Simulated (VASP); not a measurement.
SnO2, 12 atoms in the cell. Symmetry: Pa-3, No. 205, cubic system. The conventional cell has a = 5.001 Å, b = 5.001 Å, c = 5.001 Å, α = 90.00°, β = 90.00°, γ = 90.00°. Sn (site symmetry -3) has 6 O at 2.04 Å within 2.7 Å. Within 2.8 Å of O (site symmetry 3) lie 3 Sn at 2.04 Å and 7 O at 2.66 to 2.75 Å. 

- Program: VASP 6.6.1
- Task: single point
- Functional: LDA
- Potentials or basis: VASP PAW LDA potentials, release 64 (Sn_d, O_h)
- Cutoff: 910 eV
- k mesh: 4 × 4 × 4
- Occupations: fermi-dirac, width 0.05 eV
- Spin: no spin polarisation
- Dipole correction: no
- Further INCAR settings: ALGO = Normal; EDIFF = 1e-06; NBANDS = 64

Potentials or basis: VASP PAW LDA potentials, release 64 (Sn_d, O_h).

The run is started by

```bash
$ cat potpaw_LDA.64/Sn_d/POTCAR potpaw_LDA.64/O_h/POTCAR > POTCAR
$ mpirun -np 1 vasp_std > vasp.out
```

Hardware: 1 thread of Intel(R) Xeon(R) Platinum 8559C (Emerald Rapids), with other jobs on the host.

Problem. How long does it take, and how much memory?

Solution. Wall time 2.1 min on 1 thread of Intel(R) Xeon(R) Platinum 8559C (Emerald Rapids) (shared host), peak memory 0.36 GiB. Counts: scf iterations 14, k points 11.
